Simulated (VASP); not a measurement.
# Ru (Fd-3m) in VASP: a series of runs

The runs below take Ru through single point, relaxation of cell and atoms, with PBE.

All numbers are computed with VASP 6.6.1; they aren't measurements. Logs are shortened: lines on timing, memory, paths and dates and some standing lists are left out, and cuts for length are marked.

## 1. The cell of the first run

It takes space group Fd-3m (No. 227, cubic). Conventional cell: a = 5.527 Å, b = 5.527 Å, c = 5.527 Å, α = 90.00°, β = 90.00°, γ = 90.00°. Within 3.2 Å of Ru (site symmetry -43m) lie 4 Ru at 2.39 Å.

This isn't the form of Ru at room conditions, which is hcp.

## 2. Single point, PBE (21.11 Å³/atom)

The input, INCAR:

```
SYSTEM = Ru
PREC = Accurate
ENCUT = 520
EDIFF = 1E-7
ISMEAR = -1
SIGMA = 0.1
LREAL = .False.
LASPH = .True.
NELM = 60
ALGO = Normal
ISIF = 2
LWAVE = .False.
LCHARG = .False.
GGA = PE
NBANDS = 21
```

The input, KPOINTS:

```
regular mesh
0
Gamma
  11 11 11
  0 0 0
```

The input, POSCAR:

```
Ru
1.0
    0.0000000000      2.7637396999      2.7637396999
    2.7637396999      0.0000000000      2.7637396999
    2.7637396999      2.7637396999      0.0000000000
Ru
2
Direct
    0.1250000000      0.1250000000      0.1250000000
    0.8750000000      0.8750000000      0.8750000000
```

Potentials or basis: VASP PAW PBE potentials, release 64 (Ru_pv).

Command:

```console
$ cat potpaw_PBE.64/Ru_pv/POTCAR > POTCAR
$ mpirun -np 1 vasp_std > vasp.out
```

OUTCAR:

```text
SYSTEM = Ru
   PREC = Accurate
   ENCUT = 520
   EDIFF = 1E-7
   ISMEAR = -1
   LREAL = .False.
   LASPH = .True.
   NELM = 60
   ISIF = 2
   GGA = PE

 ion  position               nearest neighbor table
   1  0.125  0.125  0.125-   2 2.39   2 2.39   2 2.39   2 2.39
   2  0.875  0.875  0.875-   1 2.39   1 2.39   1 2.39   1 2.39

  LATTYP: Found a face centered cubic cell.
 ALAT       =     5.5274793998

  Lattice vectors:

 A1 = (   0.0000000000,   2.7637396999,   2.7637396999)
 A2 = (   2.7637396999,   0.0000000000,   2.7637396999)
 A3 = (   2.7637396999,   2.7637396999,   0.0000000000)

Analysis of symmetry for initial positions (statically):
=====================================================================
 Subroutine PRICEL returns:
 Original cell was already a primitive cell.

 Routine SETGRP: Setting up the symmetry group for a
 face centered cubic supercell.

 Subroutine GETGRP returns: Found 48 space group operations
 (whereof 12 operations were pure point group operations)
 out of a pool of 48 trial point group operations.

The static configuration has the point symmetry D_3d.
 The point group associated with its full space group is O_h .

Analysis of symmetry for dynamics (positions and initial velocities):
=====================================================================
 Subroutine PRICEL returns:
 Original cell was already a primitive cell.

 Routine SETGRP: Setting up the symmetry group for a
 face centered cubic supercell.

 Subroutine GETGRP returns: Found 48 space group operations
 (whereof 12 operations were pure point group operations)
 out of a pool of 48 trial point group operations.

The dynamic configuration has the point symmetry D_3d.
 The point group associated with its full space group is O_h .

 Subroutine INISYM returns: Found 48 space group operations
 (whereof 12 operations are pure point group operations),
 and found     1 'primitive' translations

----------------------------------------------------------------------------------------

                                     Primitive cell

  volume of cell :      42.2203

  direct lattice vectors                    reciprocal lattice vectors
     0.000000000  2.763739700  2.763739700    -0.180914288  0.180914288  0.180914288
     2.763739700  0.000000000  2.763739700     0.180914288 -0.180914288  0.180914288
     2.763739700  2.763739700  0.000000000     0.180914288  0.180914288 -0.180914288

  length of vectors
     3.908518166  3.908518166  3.908518166     0.313352739  0.313352739  0.313352739

  position of ions in fractional coordinates (direct lattice)
     0.125000000  0.125000000  0.125000000
     0.875000000  0.875000000  0.875000000

  ion indices of the primitive-cell ions
   primitive index   ion index
                 1           1
                 2           2

----------------------------------------------------------------------------------------

 KPOINTS: regular mesh

Automatic generation of k-mesh.
 Grid dimensions read from file:
 generate k-points for:   11   11   11

 Generating k-lattice:

  Cartesian coordinates                     Fractional coordinates (reciprocal lattice)
    -0.016446753  0.016446753  0.016446753     0.090909091  0.000000000  0.000000000
     0.016446753 -0.016446753  0.016446753     0.000000000  0.090909091  0.000000000
     0.016446753  0.016446753 -0.016446753     0.000000000  0.000000000  0.090909091

  Length of vectors
     0.028486613  0.028486613  0.028486613

  Shift w.r.t. Gamma in fractional coordinates (k-lattice)
     0.000000000  0.000000000  0.000000000

 Subroutine IBZKPT returns following result:
 ===========================================

 Found     56 irreducible k-points:

 Following reciprocal coordinates:
            Coordinates               Weight
  0.000000  0.000000  0.000000      1.000000
  0.090909  0.000000  0.000000      8.000000
  0.181818  0.000000  0.000000      8.000000
  0.272727  0.000000  0.000000      8.000000
  0.363636  0.000000  0.000000      8.000000
  0.454545  0.000000  0.000000      8.000000
[... 46 lines left out ...]
  band No.  band energies     occupation
      1     -36.5015      2.00000
      2     -36.5015      2.00000
      3     -36.5015      2.00000
      4     -35.7190      2.00000
      5     -35.7190      2.00000
      6     -35.7190      2.00000
[... 13 lines left out ...]
     20      18.9711      0.00000
     21      19.4152      0.00000

 k-point     2 :       0.0909    0.0000    0.0000
  band No.  band energies     occupation
      1     -36.5089      2.00000
      2     -36.5089      2.00000
      3     -36.5000      2.00000
      4     -35.7212      2.00000
      5     -35.7113      2.00000
      6     -35.7113      2.00000
[... 13 lines left out ...]
     20      17.6024      0.00000
     21      18.7969      0.00000

 k-point     3 :       0.1818    0.0000    0.0000
  band No.  band energies     occupation
      1     -36.5280      2.00000
      2     -36.5280      2.00000
      3     -36.4961      2.00000
      4     -35.7270      2.00000
      5     -35.6912      2.00000
      6     -35.6912      2.00000
[... 13 lines left out ...]
     20      17.4869      0.00000
     21      17.8698      0.00000

 k-point     4 :       0.2727    0.0000    0.0000
  band No.  band energies     occupation
      1     -36.5518      2.00000
      2     -36.5518      2.00000
      3     -36.4912      2.00000
      4     -35.7342      2.00000
      5     -35.6663      2.00000
      6     -35.6663      2.00000
[... 13 lines left out ...]
     20      17.4866      0.00000
     21      17.6481      0.00000

 k-point     5 :       0.3636    0.0000    0.0000
  band No.  band energies     occupation
      1     -36.5724      2.00000
      2     -36.5724      2.00000
      3     -36.4870      2.00000
      4     -35.7405      2.00000
      5     -35.6446      2.00000
      6     -35.6446      2.00000
[... 13 lines left out ...]
     20      17.0102      0.00000
     21      17.0102      0.00000
[... 382 lines left out ...]
     20      15.0003      0.00000
     21      17.2800      0.00000

 k-point    22 :      -0.3636    0.1818    0.0000
  band No.  band energies     occupation
      1     -36.6527      2.00000
      2     -36.5961      2.00000
      3     -36.3774      2.00000
      4     -35.8487      2.00000
      5     -35.6197      2.00000
      6     -35.5668      2.00000
[... 13 lines left out ...]
     20      15.7562      0.00000
     21      17.3570      0.00000

 k-point    23 :      -0.2727    0.1818    0.0000
  band No.  band energies     occupation
      1     -36.6357      2.00000
      2     -36.5744      2.00000
      3     -36.4059      2.00000
      4     -35.8196      2.00000
      5     -35.6425      2.00000
      6     -35.5836      2.00000
[... 13 lines left out ...]
     20      16.8700      0.00000
     21      17.4751      0.00000

 k-point    24 :      -0.1818    0.1818    0.0000
  band No.  band energies     occupation
      1     -36.6040      2.00000
      2     -36.5508      2.00000
      3     -36.4411      2.00000
      4     -35.7835      2.00000
      5     -35.6672      2.00000
      6     -35.6149      2.00000
[... 13 lines left out ...]
     20      17.4831      0.00000
     21      17.6227      0.00000

 [... further k-points ...]
[... 5 lines left out ...]
  --------------------------------------------------------------------------------------
  -------------------------------------------------------------------------------------
  Total       -1.4793600     -1.4793600     -1.4793600      0.0000000     -0.0000000     -0.0000000
  in kB      -56.1387890    -56.1387890    -56.1387890      0.0000000     -0.0000000     -0.0000000
  external PRESSURE =     -56.1387890 kB  Pullay stress =       0.0000000 kB

 VOLUME and BASIS-vectors are now :
 -----------------------------------------------------------------------------
  energy-cutoff  :      520.00
  volume of cell :       42.22
      direct lattice vectors                 reciprocal lattice vectors
     0.000000000  2.763739700  2.763739700    -0.180914288  0.180914288  0.180914288
     2.763739700  0.000000000  2.763739700     0.180914288 -0.180914288  0.180914288
     2.763739700  2.763739700  0.000000000     0.180914288  0.180914288 -0.180914288

 POSITION                                       TOTAL-FORCE (eV/Angst)
 -----------------------------------------------------------------------------------
      0.69093      0.69093      0.69093         0.000000     -0.000000      0.000000
      4.83654      4.83654      4.83654        -0.000000      0.000000     -0.000000
 -----------------------------------------------------------------------------------
    total drift:                               -0.000000      0.000000      0.000000

  FREE ENERGIE OF THE ION-ELECTRON SYSTEM (eV)
  ---------------------------------------------------
  free  energy   TOTEN  =       -16.0948582522 eV

  energy  without entropy=      -16.0294858640  energy(sigma->0) =      -16.06217206
```

Run time: 71 s. Hardware: 1 thread of AMD EPYC 7R43 (Zen 3), shared host; peak memory 0.15 GiB.

Results:

```yaml
Free_energy: -16.0949 eV
Pressure: -5.6 GPa
Band_gap_on_the_k_mesh: zero (bands 14 and 15 overlap by 0.80 eV)
```

Levels at points of the mesh, in eV from the Fermi level:
```tsv
k point	band 10	band 11	band 12	band 13	band 14	band 15	band 16	band 17	band 18	band 19
(0.00, 0.00, 0.00)	-3.06	-3.06	-3.06	-0.45	-0.45	-0.45	1.71	1.71	10.94	10.94
```

Caveat: the cell stands under tension.

## 3. Single point, PBE (21.92 Å³/atom)

This run uses another cell than the first one, of 21.92 Å³/atom.

The input, INCAR:

```
SYSTEM = Ru
ALGO = Normal
EDIFF = 1E-6
ENCUT = 520
GGA = PE
ISIF = 2
ISMEAR = -1
LASPH = .TRUE.
LCHARG = .FALSE.
LREAL = .FALSE.
LWAVE = .FALSE.
NBANDS = 21
NELM = 60
PREC = Accurate
SIGMA = 0.1
```

The input, KPOINTS:

```
k-points
0
G
  11 11 11
  0 0 0
```

The input, POSCAR:

```
Ru
1.0
    0.0000000000      2.7987274610      2.7987274610
    2.7987274610      0.0000000000      2.7987274610
    2.7987274610      2.7987274610      0.0000000000
Ru
2
Direct
    0.1250000000      0.1250000000      0.1250000000
    0.8750000000      0.8750000000      0.8750000000
```

Potentials or basis: VASP PAW PBE potentials, release 64 (Ru_pv).

Command:

```console
$ cat potpaw_PBE.64/Ru_pv/POTCAR > POTCAR
$ mpirun -np 1 vasp_std > vasp.out
```

It took 64 s on 1 thread of AMD EPYC 7R43 (Zen 3), shared host; peak memory 0.15 GiB.

It converged, with:

* Free energy: -16.0142 eV
* Pressure: -10.3 GPa
* Band gap on the k mesh: zero (bands 14 and 15 overlap by 0.76 eV)

Levels at points of the mesh, in eV from the Fermi level:
| k point | band 10 | band 11 | band 12 | band 13 | band 14 | band 15 | band 16 | band 17 | band 18 | band 19 |
| --- | --- | --- | --- | --- | --- | --- | --- | --- | --- | --- |
| (0.00, 0.00, 0.00) | -2.94 | -2.94 | -2.94 | -0.44 | -0.44 | -0.44 | 1.60 | 1.60 | 10.98 | 10.98 |

Caveat: the cell stands under tension.

## 4. Single point, PBE (22.73 Å³/atom)

This run uses another cell than the first one, of 22.73 Å³/atom.

The input, INCAR:

```
ALGO = Normal
EDIFF = 1E-6
ENCUT = 520
GGA = PE
ISIF = 2
ISMEAR = -1
LASPH = True
LCHARG = True
LELF = True
LREAL = False
LVHAR = True
LWAVE = False
NBANDS = 21
NELM = 80
PREC = Accurate
SIGMA = 0.1
```

The input, KPOINTS:

```
k-points
0
Gamma
  11 11 11
```

The input, POSCAR:

```
Ru
1.0
    0.0000000000      2.8328616478      2.8328616478
    2.8328616478      0.0000000000      2.8328616478
    2.8328616478      2.8328616478      0.0000000000
Ru
2
Direct
    0.1250000000      0.1250000000      0.1250000000
    0.8750000000      0.8750000000      0.8750000000
```

Command:

```console
$ cat potpaw_PBE.64/Ru_pv/POTCAR > POTCAR
$ mpirun -np 1 vasp_std > vasp.out
```

Run time: 66 s. Hardware: 1 thread of AMD EPYC 7R43 (Zen 3), shared host; peak memory 0.15 GiB.

Results (log left out):

- Free energy: -15.8914 eV
- Pressure: -14.0 GPa
- Band gap on the k mesh: zero (bands 14 and 15 overlap by 0.73 eV)

Levels at points of the mesh, in eV from the Fermi level:
```
           k point  band 12  band 13  band 14  band 15  band 16  band 17
(0.00, 0.00, 0.00)    -2.82    -0.42    -0.42    -0.42     1.50     1.50
```

Caveat: the cell stands under tension.

## 5. Relaxation of cell and atoms, PBE

This run uses another cell than the first one, of 18.30 Å³/atom.

The input, INCAR:

```
SYSTEM = Ru
PREC     = Accurate       ! precision mode
ENCUT    = 600            ! plane-wave cutoff, eV
EDIFF    = 1E-6           ! SCF threshold, eV
ISMEAR   = -1             ! smearing method
SIGMA    = 0.1            ! smearing width, eV
LREAL    = .FALSE.        ! projectors in reciprocal space
LASPH    = .TRUE.         ! aspherical terms in the spheres
NELM     = 60             ! most SCF steps
ALGO     = Normal         ! electronic algorithm
ISIF     = 3              ! what is computed and relaxed
LWAVE    = .FALSE.        ! write WAVECAR
LCHARG   = .FALSE.        ! write CHGCAR
GGA      = PE             ! functional
IBRION   = 2              ! ionic algorithm
NSW      = 80             ! ionic steps
EDIFFG   = -0.01          ! ionic threshold
```

The input, KPOINTS:

```
Automatic mesh
0
G
  10 10 10
  0 0 0
```

The input, POSCAR:

```
Ru
1.0
    0.0000000000      2.6351714020      2.6351714020
    2.6351714020      0.0000000000      2.6351714020
    2.6351714020      2.6351714020      0.0000000000
Ru
2
Direct
    0.1250000000      0.1250000000      0.1250000000
    0.8750000000      0.8750000000      0.8750000000
```

Command:

```console
$ cat potpaw_PBE.64/Ru_pv/POTCAR > POTCAR
$ mpirun -np 1 vasp_std > vasp.out
```

Wall time 5.1 min (1 thread of AMD EPYC 7R43 (Zen 3), shared host); peak memory 0.15 GiB.

The run converged. Its results:

| Item | Value |
| --- | --- |
| Free energy | -16.1201 eV |
| Relaxed volume | 20.32 Å³/atom |
| Relaxed cell | a = 3.859 Å, b = 3.859 Å, c = 3.859 Å, α = 60.00°, β = 60.00°, γ = 60.00° |
| Space group after relaxing (to 0.1 Å) | Fd-3m (No. 227) |
| Energy gained by relaxing | 126.0 meV/atom |
| Ionic steps | 17 |
| Pressure after relaxing | 0.1 GPa |
| Band gap on the k mesh | zero (bands 14 and 15 overlap by 0.97 eV) |

Step by step:
```
step  energy change (eV)  largest force (eV/Å)  pressure (GPa)  volume (Å³)
   1              0.0000                0.0000           22.03        36.60
   2              0.6917                0.0000          -21.79        51.61
   3             -0.2503                0.0000           -1.45        41.02
   4             -0.2520                0.0000           -0.20        40.71
   5             -0.2520                0.0000            0.13        40.62
   6             -0.2520                0.0000            0.12        40.62
   7             -0.2520                0.0000            0.12        40.63
   8             -0.2520                0.0000            0.11        40.63
   9             -0.2520                0.0000            0.11        40.63
  10             -0.2520                0.0000            0.11        40.63
  11             -0.2520                0.0000            0.11        40.63
  12             -0.2520                0.0000            0.11        40.63
  13             -0.2520                0.0000            0.11        40.63
  14             -0.2520                0.0000            0.11        40.63
  15             -0.2520                0.0000            0.11        40.63
  16             -0.2520                0.0000            0.09        40.63
  17             -0.2520                0.0000            0.07        40.64
```

Final structure:
```
Ru
1.0
     0.00000    2.72873    2.72873
     2.72873    0.00000    2.72873
     2.72873    2.72873    0.00000
Ru
2
Direct
  0.12500 0.12500 0.12500
  0.87500 0.87500 0.87500
```

Levels at points of the mesh, in eV from the Fermi level:
```
           k point  band 10  band 11  band 12  band 13  band 14  band 15  band 16  band 17  band 18
(0.00, 0.00, 0.00)    -3.19    -3.19    -3.19    -0.47    -0.47    -0.47     1.83     1.83    10.91
(0.50, 0.00, 0.00)    -3.43    -3.43    -3.19    -0.37     0.21     0.21     1.38     1.38     3.04
(0.50, 0.50, 0.00)    -3.40    -1.39    -1.39    -1.26    -1.26     1.67     1.67     3.35     3.35
```

## 6. Single point, PBE

This run uses another cell than the first one, of 20.30 Å³/atom.

The input, INCAR:

```
ALGO     = Normal         # electronic algorithm
EDIFF    = 1E-7           # SCF threshold, eV
ENCUT    = 520            # plane-wave cutoff, eV
GGA      = PE             # functional
ISIF     = 2              # what is computed and relaxed
ISMEAR   = -1             # smearing method
LASPH    = T              # aspherical terms in the spheres
LCHARG   = F              # write CHGCAR
LREAL    = F              # projectors in reciprocal space
LWAVE    = F              # write WAVECAR
NBANDS   = 21             # bands
NELM     = 80             # most SCF steps
PREC     = Accurate       # precision mode
SIGMA    = 0.1            # smearing width, eV
```

The input, KPOINTS:

```
k-points
0
Gamma
  16 16 16
```

The input, POSCAR:

```
Ru
1.0
    0.0000000000      2.7278429134      2.7278429134
    2.7278429134      0.0000000000      2.7278429134
    2.7278429134      2.7278429134      0.0000000000
Ru
2
Direct
    0.1250000000      0.1250000000      0.1250000000
    0.8750000000      0.8750000000      0.8750000000
```

Potentials or basis: VASP PAW PBE potentials, release 64 (Ru_pv).

Command:

```console
$ cat potpaw_PBE.64/Ru_pv/POTCAR > POTCAR
$ mpirun -np 1 vasp_std > vasp.out
```

Run time: 2.7 min. Hardware: 1 thread of AMD EPYC 7R43 (Zen 3), shared host; peak memory 0.2 GiB.

Results (log left out):

```yaml
Free_energy: -16.1225 eV
Pressure: 0.3 GPa
Band_gap_on_the_k_mesh: zero (bands 14 and 15 overlap by 0.88 eV)
```

Levels at points of the mesh, in eV from the Fermi level:
| k point | band 11 | band 12 | band 13 | band 14 | band 15 | band 16 | band 17 | band 18 |
| --- | --- | --- | --- | --- | --- | --- | --- | --- |
| (0.00, 0.00, 0.00) | -3.19 | -3.19 | -0.47 | -0.47 | -0.47 | 1.83 | 1.83 | 10.91 |
| (0.50, 0.00, 0.00) | -3.43 | -3.19 | -0.37 | 0.21 | 0.21 | 1.39 | 1.39 | 3.05 |
| (0.50, 0.50, 0.00) | -1.39 | -1.39 | -1.26 | -1.26 | 1.68 | 1.68 | 3.35 | 3.35 |

## 7. Summary

```csv
task,cell,k mesh,cutoff (eV),gap on the mesh (eV),pressure (GPa)
single point,"a = 3.909 Å, angles 60.0°, 2 atoms",11 × 11 × 11,520,none,-5.6
single point,"a = 3.958 Å, angles 60.0°, 2 atoms",11 × 11 × 11,520,none,-10.3
single point,"a = 4.006 Å, angles 60.0°, 2 atoms",11 × 11 × 11,520,none,-14.0
relaxation of cell and atoms,"relaxed from a = 3.727 Å, angles 60.0°, 2 atoms",10 × 10 × 10,600,none,0.1
single point,"a = 3.858 Å, angles 60.0°, 2 atoms",16 × 16 × 16,520,none,0.3
```

Alike in all rows: level PBE; potentials or basis VASP PAW PBE potentials, release 64 (Ru_pv); no spin polarisation; smearing fermi-dirac 0.1 eV.

Caveats: the cell stands under tension (at least some runs).

Absolute energies hang on the potentials; compare differences alone.
